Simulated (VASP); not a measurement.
# MgSe (Fm-3m) in VASP: G0W0 quasiparticle levels with PBE

Aim: the G0W0 quasiparticle levels of MgSe with PBE.

All numbers are computed with VASP 6.6.1; they aren't measurements. Logs are shortened: lines on timing, memory, paths and dates and some standing lists are left out, and cuts for length are marked.

### Step 1. The cell of the first run

It takes space group Fm-3m (No. 225, cubic). Conventional cell: a = 5.473 Å, b = 5.473 Å, c = 5.473 Å, α = 90.00°, β = 90.00°, γ = 90.00°. Mg (site symmetry m-3m) has 6 Se at 2.74 Å within 3.6 Å. Within 3.6 Å of Se (site symmetry m-3m) lie 6 Mg at 2.74 Å.

### Step 2. G0W0 quasiparticle levels, PBE

Contents of POSCAR:

```
MgSe
1.0
    0.0000000000      2.7362693762      2.7362693762
    2.7362693762      0.0000000000      2.7362693762
    2.7362693762      2.7362693762      0.0000000000
Mg Se
1 1
Direct
    0.0000000000      0.0000000000      0.0000000000
    0.5000000000      0.5000000000      0.5000000000
```

Contents of INCAR.step1:

```
  PREC = Accurate
  ENCUT = 500
  EDIFF = 1E-8
  ISMEAR = 0
  SIGMA = 0.01
  LREAL = F
  LASPH = T
  NELM = 100
  ALGO = Normal
  LWAVE = T
  LCHARG = F
  GGA = PE
```

Contents of INCAR.step2:

```
  PREC = Accurate
  ENCUT = 500
  EDIFF = 1E-8
  ISMEAR = 0
  SIGMA = 0.01
  LREAL = F
  LASPH = T
  NELM = 1
  ALGO = Exact
  LWAVE = T
  LCHARG = F
  GGA = PE
  NBANDS = 64
  LOPTICS = T
  ISTART = 1
```

Contents of INCAR.step3:

```
  PREC = Accurate
  ENCUT = 500
  EDIFF = 1E-8
  ISMEAR = 0
  SIGMA = 0.01
  LREAL = F
  LASPH = T
  ALGO = EVGW0
  LWAVE = F
  LCHARG = F
  GGA = PE
  NELMGW = 1
  NBANDS = 64
  ENCUTGW = 80.0
  NOMEGA = 48
  PRECFOCK = Fast
  ISTART = 1
  NBANDSGW = 12
```

Contents of KPOINTS:

```
Automatic mesh
0
Gamma
  4 4 4
```

Potentials or basis: VASP PAW PBE potentials, release 64 (Mg_GW, Se_GW).

Command:

```sh
$ cat potpaw_PBE.64/Mg_GW/POTCAR potpaw_PBE.64/Se_GW/POTCAR > POTCAR
$ cp INCAR.step1 INCAR
$ mpirun -np 1 vasp_std > vasp.out
$ cp INCAR.step2 INCAR
$ mpirun -np 1 vasp_std > vasp.out
$ cp INCAR.step3 INCAR
$ mpirun -np 1 vasp_std > vasp.out
```

OUTCAR:

```text
PREC = Accurate
   ENCUT = 500
   EDIFF = 1E-8
   ISMEAR = 0
   LREAL = F
   LASPH = T
   GGA = PE
   NELMGW = 1
   ENCUTGW = 80.0
   PRECFOCK = Fast
   ISTART = 1

 ion  position               nearest neighbor table
   1  0.000  0.000  0.000-
   2  0.500  0.500  0.500-

  LATTYP: Found a face centered cubic cell.
 ALAT       =     5.4725387524

  Lattice vectors:

 A1 = (   0.0000000000,   2.7362693762,   2.7362693762)
 A2 = (   2.7362693762,   0.0000000000,   2.7362693762)
 A3 = (   2.7362693762,   2.7362693762,   0.0000000000)

Analysis of symmetry for initial positions (statically):
=====================================================================
 Subroutine PRICEL returns:
 Original cell was already a primitive cell.

 Routine SETGRP: Setting up the symmetry group for a
 face centered cubic supercell.

 Subroutine GETGRP returns: Found 48 space group operations
 (whereof 48 operations were pure point group operations)
 out of a pool of 48 trial point group operations.

The static configuration has the point symmetry O_h .

Analysis of symmetry for dynamics (positions and initial velocities):
=====================================================================
 Subroutine PRICEL returns:
 Original cell was already a primitive cell.

 Routine SETGRP: Setting up the symmetry group for a
 face centered cubic supercell.

 Subroutine GETGRP returns: Found 48 space group operations
 (whereof 48 operations were pure point group operations)
 out of a pool of 48 trial point group operations.

The dynamic configuration has the point symmetry O_h .

 Subroutine INISYM returns: Found 48 space group operations
 (whereof 48 operations are pure point group operations),
 and found     1 'primitive' translations

----------------------------------------------------------------------------------------

                                     Primitive cell

  volume of cell :      40.9738

  direct lattice vectors                    reciprocal lattice vectors
     0.000000000  2.736269376  2.736269376    -0.182730547  0.182730547  0.182730547
     2.736269376  0.000000000  2.736269376     0.182730547 -0.182730547  0.182730547
     2.736269376  2.736269376  0.000000000     0.182730547  0.182730547 -0.182730547

  length of vectors
     3.869669262  3.869669262  3.869669262     0.316498592  0.316498592  0.316498592

  position of ions in fractional coordinates (direct lattice)
     0.000000000  0.000000000  0.000000000
     0.500000000  0.500000000  0.500000000

  ion indices of the primitive-cell ions
   primitive index   ion index
                 1           1
                 2           2

----------------------------------------------------------------------------------------

 KPOINTS: Automatic mesh

Automatic generation of k-mesh.
 Grid dimensions read from file:
 generate k-points for:    4    4    4

 Generating k-lattice:

  Cartesian coordinates                     Fractional coordinates (reciprocal lattice)
    -0.045682637  0.045682637  0.045682637     0.250000000  0.000000000  0.000000000
     0.045682637 -0.045682637  0.045682637     0.000000000  0.250000000  0.000000000
     0.045682637  0.045682637 -0.045682637     0.000000000  0.000000000  0.250000000

  Length of vectors
     0.079124648  0.079124648  0.079124648

  Shift w.r.t. Gamma in fractional coordinates (k-lattice)
     0.000000000  0.000000000  0.000000000

 Subroutine IBZKPT returns following result:
 ===========================================

 Found      8 irreducible k-points:

 Following reciprocal coordinates:
            Coordinates               Weight
  0.000000  0.000000  0.000000      1.000000
  0.250000  0.000000  0.000000      8.000000
  0.500000  0.000000  0.000000      4.000000
  0.250000  0.250000  0.000000      6.000000
  0.500000  0.250000  0.000000     24.000000
 -0.250000  0.250000  0.000000     12.000000
  0.500000  0.500000  0.000000      3.000000
 -0.250000  0.500000  0.250000      6.000000
   k-points           NKPTS =      8   k-points in BZ     NKDIM =     64   number of bands    NBANDS=     64
   number of dos      NEDOS =    301   number of ions     NIONS =      2
   total plane-waves  NPLWV =  21952
   dimension x,y,z NGX =    28 NGY =   28 NGZ =   28
   dimension x,y,z NGXF=    56 NGYF=   56 NGZF=   56
   ions per type =               1   1
   NGX,Y,Z   is equivalent  to a cutoff of  12.03, 12.03, 12.03 a.u.
   NGXF,Y,Z  is equivalent  to a cutoff of  24.06, 24.06, 24.06 a.u.
 SYSTEM =  unknown system
   PREC   = accura    normal or accurate (medium, high low for compatibility)
   ISTART =      1    job   : 0-new  1-cont  2-samecut
   ICHARG =      0    charge: 1-file 2-atom 10-const
   ISPIN  =      1    spin polarized calculation?
   LNONCOLLINEAR =      F non collinear calculations
   LSORBIT =      F    spin-orbit coupling
   LASPH  =      T    aspherical Exc in radial PAW
   ENCUT  =  500.0 eV  36.75 Ry    6.06 a.u.   7.06  7.06  7.06*2*pi/ulx,y,z
   NELM   =     60;   NELMIN=  2; NELMDL=  0     # of ELM steps
   EDIFF  = 0.1E-07   stopping-criterion for ELM
   LREAL  =      F    real-space projection
   EDIFFG = 0.1E-06   stopping-criterion for IOM
   NSW    =      0    number of steps for IOM
   IBRION =     -1    ionic relax: 0-MD 1-quasi-New 2-CG
   NFREE  =      0    steps in history (QN), initial steepest desc. (CG)
   ISIF   =      0    stress and relaxation
   ISYM   =      3    0-nonsym 1-usesym 2-fastsym
   POTIM  = 0.5000    time-step for ionic-motion
   TEBEG  =    0.0;   TEEND  =   0.0 temperature during run
   PSTRESS=    0.0 pullay stress
   NELECT =       8.0000    total number of electrons
   NUPDOWN=      -1.0000    fix difference up-down
   EMIN   =  10.00;   EMAX   =-10.00  energy-range for DOS
   EFERMI =   0.00;   METHOD = LEGACY
   ISMEAR =     0;   SIGMA  =   0.01  broadening in eV -4-tet -1-fermi 0-gaus
   EFERMI_NEDOS =   21; number of points for ismear=-14 and -15
   IALGO  =     38    algorithm
   IMIX   =      4    mixing-type and parameters
     AMIX     =   0.40;   BMIX     =  1.00
     AMIX_MAG =   1.60;   BMIX_MAG =  1.00
  volume/ion in A,a.u.               =      20.49       138.25
  Fermi-wavevector in a.u.,A,eV,Ry     =   0.949735  1.794740 12.272420  0.901997
  Thomas-Fermi vector in A             =   2.078046
   LORBIT       =      0    0 simple, 1 ext, 2 COOP (PROOUT), +10 PAW based schemes
   GGA     = PE    functional components
   LHFCALC =     T    Hartree Fock is set to
   PRECFOCK=fast      Normal, Fast or Accurate (Low or Medium for compatibility)
   ENCUT4O =  -1.0   cutoff for four orbital integrals eV
   NKREDX  =     1    reduce k-point grid by
   NKREDY  =     1    reduce k-point grid by
   NKREDZ  =     1    reduce k-point grid by
   AEXX    =    1.0000 exact exchange contribution
   HFSCREEN=    0.0000 screening length (either q_TF or 0.3 A-1)
   HFSCREENC=   0.0000 screening length for correlation (either q_TF or 0.3 A-1)
   ENCUTFOCK=  -1.0 apply spherical cutoff to Coloumb kernel
   IVDW    =     0    specifies the selected vdW correction
   LEPSILON=     F    determine dielectric tensor
   LRPA    =     F    only Hartree local field effects (RPA)
   LRPAFORCE           =     F    calculate RPA forces
   ENCUTGW             =  80.0    cutoff for response function in eV
   ENCUTGWSOFT         =  64.0    soft cutoff for Coulomb kernel in GW response function in eV
   ENCUTLF             =  -1.0    cutoff for local field effects
   NELMGW              =     1    number of iterations in solving QP/BSE equation
   NELMHF              =     1    number of iterations in the inner HF iteration
   NKREDLFX            =     1    NKREDLFY  =   1   NKREDLFZ  =   1
 non-spin polarized calculation
 Gauss-broadening in eV      SIGMA  =   0.01
  energy-cutoff  :      500.00
  volume of cell :       40.97
 maximum number of plane-waves:      1056
  NGX = 16; NGY = 16; NGZ = 16
   NGX = 15   NGY = 15   NGZ = 15
 maximum number of plane-waves:        70
 NGX is ok and might be reduce to    14

 QP shifts <psi_nk| G(iteration)W_0 |psi_nk>: iteration 1
 for sc-GW calculations column KS-energies equals QP-energies in previous step
 and V_xc(KS)=  KS-energies - (<T + V_ion + V_H > + <T+V_H+V_ion>^1  + <V_x>^1)

 k-point   1 :       0.0000    0.0000    0.0000
  band No.  KS-energies  QP-energies   sigma(KS)   V_xc(KS)     V^pw_x(r,r')   Z            occupation Imag(sigma)

      1      -9.7156     -10.3086     -12.8803     -12.0301     -19.6848       0.6974       2.0000       1.3745
      2       3.1628       2.5993     -12.8607     -12.1323     -14.7845       0.7736       2.0000       0.0798
      3       3.1628       2.5993     -12.8607     -12.1323     -14.7845       0.7736       2.0000       0.0798
      4       3.1628       2.5993     -12.8607     -12.1323     -14.7845       0.7736       2.0000       0.0798
      5       5.6511       6.3232      -8.6124      -9.4640      -5.0484       0.7892       0.0000      -0.0808
      6      10.5555      10.9372      -8.0414      -8.5325      -3.7799       0.7772       0.0000      -0.1252
      7      10.5555      10.9372      -8.0414      -8.5325      -3.7799       0.7772       0.0000      -0.1252
      8      10.5555      10.9372      -8.0414      -8.5325      -3.7799       0.7772       0.0000      -0.1252
      9      13.0880      13.6323      -8.6655      -9.3833      -4.0219       0.7582       0.0000      -0.2093
     10      13.0880      13.6323      -8.6655      -9.3833      -4.0219       0.7582       0.0000      -0.2093
     11      14.1088      14.1356      -7.0782      -7.1137      -1.8206       0.7538       0.0000      -0.3021
     12      14.2639      14.7383      -7.6510      -8.2936      -2.1527       0.7383       0.0000      -0.3862

 k-point   2 :       0.2500    0.0000    0.0000
  band No.  KS-energies  QP-energies   sigma(KS)   V_xc(KS)     V^pw_x(r,r')   Z            occupation Imag(sigma)
[... 97 lines left out ...]
      1      -8.2656      -8.6168     -13.5035     -13.0046     -20.0065       0.7039       2.0000       1.1119
      2      -0.1161      -0.9334     -11.4793     -10.3731     -14.1204       0.7389       2.0000       0.1411
      3      -0.1161      -0.9334     -11.4793     -10.3731     -14.1204       0.7389       2.0000       0.1411
      4       0.6292      -0.0601     -11.3501     -10.4327     -13.5886       0.7514       2.0000       0.1121
      5       7.6321       8.2187      -9.0511      -9.8077      -5.4194       0.7753       0.0000      -0.0956
      6      10.0619      10.5830      -8.0162      -8.6981      -3.5356       0.7641       0.0000      -0.1509
      7      10.7012      11.1114      -8.6080      -9.1420      -4.2796       0.7684       0.0000      -0.1406
      8      10.7012      11.1114      -8.6080      -9.1420      -4.2796       0.7684       0.0000      -0.1406
      9      16.1298      16.6593      -8.5978      -9.3091      -2.8702       0.7444       0.0000      -0.5697
     10      16.1298      16.6593      -8.5978      -9.3091      -2.8702       0.7444       0.0000      -0.5697
     11      17.8112      18.4715      -8.8365      -9.7030      -3.2807       0.7621       0.0000      -0.6104
     12      19.4194      19.9565      -9.6131     -10.3265      -3.9710       0.7528       0.0000      -0.6517
```

It took 56 s on 1 thread of Intel Xeon 6975P-C, shared host; peak memory 0.38 GiB.

What came out:

```
Band gap on the k mesh, mean-field level : 1.75 eV, indirect (least direct gap 2.49 eV)
Quasiparticle gap                        : 2.79 eV
Least direct quasiparticle gap           : 3.72 eV
```

Caveat: the k points lie up to 0.50 Å⁻¹ apart; bands, screening cutoff and mesh are small and nothing is extrapolated, so the quasiparticle values aren't converged. A k mesh can miss the band edges.
